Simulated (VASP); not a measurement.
# SnO in VASP: a series of runs

The runs below take SnO through single point, with PBE+D3(BJ).

All numbers are computed with VASP 6.6.1; they aren't measurements. Logs are shortened: lines on timing, memory, paths and dates and some standing lists are left out, and cuts for length are marked.

### 1 The cell of the first run

The cell holds a slab with vacuum, 8 atoms: a = 3.820 Å, b = 3.820 Å, c = 22.226 Å, α = 90.00°, β = 90.00°, γ = 90.00°.

### 2 Single point, PBE+D3(BJ) (layers slid over each other)

File INCAR:

```
PREC     = Accurate       # precision mode
ENCUT    = 520            # plane-wave cutoff, eV
EDIFF    = 1E-6           # SCF threshold, eV
ISMEAR   = 0              # smearing method
SIGMA    = 0.05           # smearing width, eV
LREAL    = F              # projectors in reciprocal space
LASPH    = T              # aspherical terms in the spheres
NELM     = 100            # most SCF steps
ALGO     = Normal         # electronic algorithm
ISIF     = 2              # what is computed and relaxed
LWAVE    = F              # write WAVECAR
LCHARG   = F              # write CHGCAR
LDIPOL   = T            
IDIPOL   = 3            
DIPOL    = 0.5 0.5 0.399
GGA      = PE             # functional
IVDW     = 12             # dispersion correction
NBANDS   = 50             # bands
```

File KPOINTS:

```
regular mesh
0
Gamma
  7 7 1
```

File POSCAR:

```
SnO
1.0
    3.8201526697      0.0002954396      0.0000000000
   -0.0003145245      3.8201526682      0.0000000000
    0.0000000000      0.0000000000     22.2260755522
Sn O
4 4
Direct
    0.9999453086      0.9999453086      0.2024648926
    0.4999453086      0.4999453086      0.3087831570
    0.6249453086      0.8749453086      0.4887519504
    1.1249453086      1.3749453086      0.5950702148
    0.9999461247      0.4999461247      0.2556240248
    0.4999461247      0.9999461247      0.2556240248
    0.6249444925      1.3749444925      0.5419110826
    1.1249444925      0.8749444925      0.5419110826
```

Potentials or basis: VASP PAW PBE potentials, release 64 (Sn_d, O).

On the command line:

```
$ cat potpaw_PBE.64/Sn_d/POTCAR potpaw_PBE.64/O/POTCAR > POTCAR
$ mpirun -np 1 vasp_std > vasp.out
```

OUTCAR:

```text
PREC = Accurate
   ENCUT = 520
   EDIFF = 1E-6
   ISMEAR = 0
   LREAL = F
   LASPH = T
   NELM = 100
   ISIF = 2
   GGA = PE
   IVDW = 12
 IVDW          = 12

 ion  position               nearest neighbor table
   1  1.000  1.000  0.202-   6 2.25   5 2.25   6 2.25   5 2.25   2 3.59   2 3.59   2 3.59   2 3.59

   2  0.500  0.500  0.309-   5 2.25   6 2.25   5 2.25   6 2.25   1 3.59   1 3.59   1 3.59   1 3.59

   3  0.625  0.875  0.489-   8 2.25   7 2.25   8 2.25   7 2.25   4 3.59   4 3.59   4 3.59   4 3.59

   4  0.125  0.375  0.595-   7 2.25   8 2.25   7 2.25   8 2.25   3 3.59   3 3.59   3 3.59   3 3.59

   5  1.000  0.500  0.256-   2 2.25   1 2.25   2 2.25   1 2.25
   6  0.500  1.000  0.256-   1 2.25   2 2.25   1 2.25   2 2.25
   7  0.625  0.375  0.542-   4 2.25   3 2.25   4 2.25   3 2.25
   8  0.125  0.875  0.542-   3 2.25   4 2.25   3 2.25   4 2.25

  LATTYP: Found a simple tetragonal cell.
 ALAT       =     3.8201526811
 C/A-ratio  =     5.8181118420

  Lattice vectors:

 A1 = (   3.8201526697,   0.0002954396,   0.0000000000)
 A2 = (  -0.0003145245,   3.8201526682,   0.0000000000)
 A3 = (   0.0000000000,   0.0000000000,  22.2260755522)

Analysis of symmetry for initial positions (statically):
=====================================================================
 Subroutine PRICEL returns:
 Original cell was already a primitive cell.

 Routine SETGRP: Setting up the symmetry group for a
 simple tetragonal supercell.

 Subroutine GETGRP returns: Found  2 space group operations
 (whereof  1 operations were pure point group operations)
 out of a pool of 16 trial point group operations.

The static configuration has the point symmetry C_1 .
 The point group associated with its full space group is S_2 .

Analysis of symmetry for dynamics (positions and initial velocities):
=====================================================================
 Subroutine PRICEL returns:
 Original cell was already a primitive cell.

 Routine SETGRP: Setting up the symmetry group for a
 simple tetragonal supercell.

 Subroutine GETGRP returns: Found  2 space group operations
 (whereof  1 operations were pure point group operations)
 out of a pool of 16 trial point group operations.

The dynamic configuration has the point symmetry C_1 .
 The point group associated with its full space group is S_2 .

 Subroutine INISYM returns: Found  2 space group operations
 (whereof  1 operations are pure point group operations),
 and found     1 'primitive' translations

----------------------------------------------------------------------------------------

[... 119 lines left out ...]
   EFERMI_NEDOS =   21; number of points for ismear=-14 and -15
   IALGO  =     38    algorithm
   IMIX   =      4    mixing-type and parameters
     AMIX     =   0.40;   BMIX     =  1.00
     AMIX_MAG =   1.60;   BMIX_MAG =  1.00
  volume/ion in A,a.u.               =      40.54       273.61
  Fermi-wavevector in a.u.,A,eV,Ry     =   1.026668  1.940121 14.341186  1.054047
  Thomas-Fermi vector in A             =   2.160573
   LORBIT       =      0    0 simple, 1 ext, 2 COOP (PROOUT), +10 PAW based schemes
   GGA     = PE    functional components
   LHFCALC =     F    Hartree Fock is set to
   AEXX    =    0.0000 exact exchange contribution
   IVDW    =    12    specifies the selected vdW correction
   LEPSILON=     F    determine dielectric tensor
   LRPA    =     F    only Hartree local field effects (RPA)
 non-spin polarized calculation
 Gauss-broadening in eV      SIGMA  =   0.05
  energy-cutoff  :      520.00
  volume of cell :      324.36
 maximum number of plane-waves:      8769
   NGX = 15   NGY = 15   NGZ = 83

 dipolmoment           0.000000      0.000000     -0.000001 electrons x Angstroem

 number of electron      79.9999971 magnetization

 dipolmoment           0.000000      0.000000      0.000000 electrons x Angstroem

 Free energy of the ion-electron system (eV)
  ---------------------------------------------------
  ext. energy  EPLUGINS =         0.00000000
  ---------------------------------------------------
  free energy    TOTEN  =       -45.16357324 eV

  energy without entropy =      -45.16357324  energy(sigma->0) =      -45.16357324

 E-fermi :   0.0680     XC(G=0):  -5.2972

 val. band max:       -0.1506905041   @ k =   0.1429  -0.0000   0.0000
 cond. band min:       2.2152698599   @ k =   0.4286  -0.0000   0.0000
 fundamental gap:      2.3659603641
 Fermi energy:         0.0680205762

 k-point     1 :       0.0000    0.0000    0.0000
  band No.  band energies     occupation
      1     -21.0536      2.00000
      2     -21.0536      2.00000
      3     -20.6931      2.00000
      4     -20.6931      2.00000
      5     -20.6558      2.00000
      6     -20.6555      2.00000
[... 1261 lines left out ...]
     49       6.1241      0.00000
     50       6.4099      0.00000

 [... further k-points ...]

------------------------ aborting loop because EDIFF is reached ----------------------------------------

 vacuum level on the upper side and lower side of the slab       (xc-potential included)        -0.154        -0.154

 Edisp (eV)   -1.25540

 E8    (eV) :    -0.5552

  FORCE on cell =-STRESS in cart. coord.  units (eV):
  Direction    XX          YY          ZZ          XY          YZ          ZX
  --------------------------------------------------------------------------------------
  -------------------------------------------------------------------------------------
  Total       0.20003     0.29077    -0.02070     0.02173     0.25058     0.16376
  in kB       0.98807     1.43629    -0.10223     0.10734     1.23776     0.80889
  external pressure =        0.77 kB  Pullay stress =        0.00 kB

 VOLUME and BASIS-vectors are now :
 -----------------------------------------------------------------------------
  energy-cutoff  :      520.00
  volume of cell :      324.36
      direct lattice vectors                 reciprocal lattice vectors
     3.820152670  0.000295440  0.000000000     0.261769641  0.000021552  0.000000000
    -0.000314525  3.820152668  0.000000000    -0.000020245  0.261769641  0.000000000
     0.000000000  0.000000000 22.226075552     0.000000000  0.000000000  0.044992198

 POSITION                                       TOTAL-FORCE (eV/Angst)
 -----------------------------------------------------------------------------------
      3.81963      3.82024      4.50000        -0.003134     -0.004760     -0.078785
      1.90971      1.91002      6.86304        -0.014885     -0.028921      0.111833
      2.38711      3.34261     10.86304         0.014885      0.028921     -0.111833
      0.47719      1.43239     13.22608         0.003134      0.004760      0.078785
      3.81979      1.91017      5.68152        -0.018439      0.009516      0.009100
      1.90956      3.82009      5.68152         0.006470     -0.024174      0.007774
      2.38727      1.43253     12.04456        -0.006470      0.024174     -0.007774
      0.47703      3.34246     12.04456         0.018439     -0.009516     -0.009100
 -----------------------------------------------------------------------------------
    total drift:                               -0.000003     -0.000003      0.000002

  FREE ENERGIE OF THE ION-ELECTRON SYSTEM (eV)
  ---------------------------------------------------
  free  energy   TOTEN  =       -46.4189692417 eV

  energy  without entropy=      -46.4189692417  energy(sigma->0) =      -46.41896924

 vacuum level on the upper side and lower side of the slab         4.793         4.793
```

OSZICAR:

```text
N       E                     dE             d eps       ncg     rms          rms(c)
DAV:   1     0.947426848402E+03    0.94743E+03   -0.38127E+04  2684   0.180E+03
DAV:   2     0.137913406791E+03   -0.80951E+03   -0.78217E+03  2780   0.496E+02
DAV:   3    -0.384191134823E+02   -0.17633E+03   -0.16930E+03  3074   0.220E+02
[... 15 lines left out ...]
DAV:  19    -0.451635546043E+02   -0.39503E-04   -0.45932E-06  2358   0.174E-02    0.298E-03
DAV:  20    -0.451635674422E+02   -0.12838E-04   -0.10041E-06  2166   0.611E-03    0.257E-03
DAV:  21    -0.451635713231E+02   -0.38809E-05   -0.17070E-07  1722   0.272E-03    0.154E-03
DAV:  22    -0.451635730282E+02   -0.17051E-05   -0.37619E-07  1806   0.464E-03    0.502E-04
DAV:  23    -0.451635732415E+02   -0.21321E-06   -0.15082E-07  1754   0.376E-03
   1 F= -.46418969E+02 E0= -.46418969E+02  d E =-.144888E-10
```

stdout:

```text
POSCAR found type information on POSCAR SnO
 POSCAR found :  2 types and       8 ions
 scaLAPACK will be used
 LDA part: xc-table for (Slater+PW92), standard interpolation
 POSCAR, INCAR and KPOINTS ok, starting setup
 FFT: planning ... GRIDC
 FFT: planning ... GRID_SOFT
 FFT: planning ... GRID
 WAVECAR not read
 entering main loop
```

Run time: 7.4 min. Hardware: 1 thread of Intel Xeon Platinum 8488C (Sapphire Rapids), shared host; peak memory 0.52 GiB.

What came out:

```yaml
Free_energy: -46.4190 eV
Largest_force: 0.116 eV/Å
Band_gap_on_the_k_mesh: 2.37 eV (least direct gap 2.53 eV)
Dispersion_energy_per_atom: -0.157 eV
```

Forces in eV/Å, atoms in the order of the input:
```
Sn  -0.003 -0.005 -0.079
Sn  -0.015 -0.029  0.112
Sn   0.015  0.029 -0.112
Sn   0.003  0.005  0.079
O   -0.018  0.010  0.009
O    0.006 -0.024  0.008
O   -0.006  0.024 -0.008
O    0.018 -0.010 -0.009
```

Levels at points of the mesh, in eV from the valence-band top:
```
           k point  band 38  band 39  band 40  band 41  band 42  band 43
(0.00, 0.00, 0.00)    -1.99    -0.69    -0.03     2.49     2.82     2.82
```

Caveat: the cell differs from its parent crystal (layers slid over each other); spin-orbit coupling is left out, which moves the levels of the heavy elements.

### 3 Single point, PBE+D3(BJ) (layers slid over each other)

File INCAR:

```
SYSTEM = SnO
  PREC = Accurate
  ENCUT = 520
  EDIFF = 1E-6
  ISMEAR = 0
  SIGMA = 0.05
  LREAL = .FALSE.
  LASPH = .TRUE.
  NELM = 100
  ALGO = Normal
  ISIF = 2
  LWAVE = .FALSE.
  LCHARG = .FALSE.
  LDIPOL = .TRUE.
  IDIPOL = 3
  DIPOL = 0.5 0.5 0.399
  GGA = PE
  IVDW = 12
  NBANDS = 50
```

File KPOINTS:

```
regular mesh
0
G
  7 7 1
  0 0 0
```

File POSCAR:

```
SnO
1.0
    3.8201526697      0.0002954396      0.0000000000
   -0.0003145245      3.8201526682      0.0000000000
    0.0000000000      0.0000000000     22.2260755522
Sn O
4 4
Direct
    0.9999453086      0.9999453086      0.2024648926
    0.4999453086      0.4999453086      0.3087831570
    0.7499453086      0.8749453086      0.4887519504
    1.2499453086      1.3749453086      0.5950702148
    0.9999461247      0.4999461247      0.2556240248
    0.4999461247      0.9999461247      0.2556240248
    0.7499444925      1.3749444925      0.5419110826
    1.2499444925      0.8749444925      0.5419110826
```

Potentials or basis: VASP PAW PBE potentials, release 64 (Sn_d, O).

On the command line:

```
$ cat potpaw_PBE.64/Sn_d/POTCAR potpaw_PBE.64/O/POTCAR > POTCAR
$ mpirun -np 1 vasp_std > vasp.out
```

Run time: 11 min. Hardware: 1 thread of Intel Xeon Platinum 8124M at 3.00GHz (Skylake/Cascade Lake), shared host; peak memory 0.52 GiB.

Results (log left out):

```yaml
Free_energy: -46.4367 eV
Largest_force: 0.148 eV/Å
Band_gap_on_the_k_mesh: 2.51 eV (least direct gap 2.53 eV)
Dispersion_energy_per_atom: -0.157 eV
```

Forces on the atoms (eV/Å):
```
Sn  -0.004 -0.004 -0.077
Sn  -0.020 -0.021  0.145
Sn   0.020  0.021 -0.145
Sn   0.004  0.004  0.077
O   -0.025  0.008  0.012
O    0.009 -0.020  0.011
O   -0.009  0.020 -0.011
O    0.025 -0.008 -0.012
```

Levels at points of the mesh, in eV from the valence-band top:
```csv
k point,band 37,band 38,band 39,band 40,band 41,band 42,band 43,band 44
"(0.00, 0.00, 0.00)",-1.98,-1.98,-0.66,-0.03,2.51,2.83,2.83,3.87
```

Caveat: the cell differs from its parent crystal (layers slid over each other); spin-orbit coupling is left out, which moves the levels of the heavy elements.
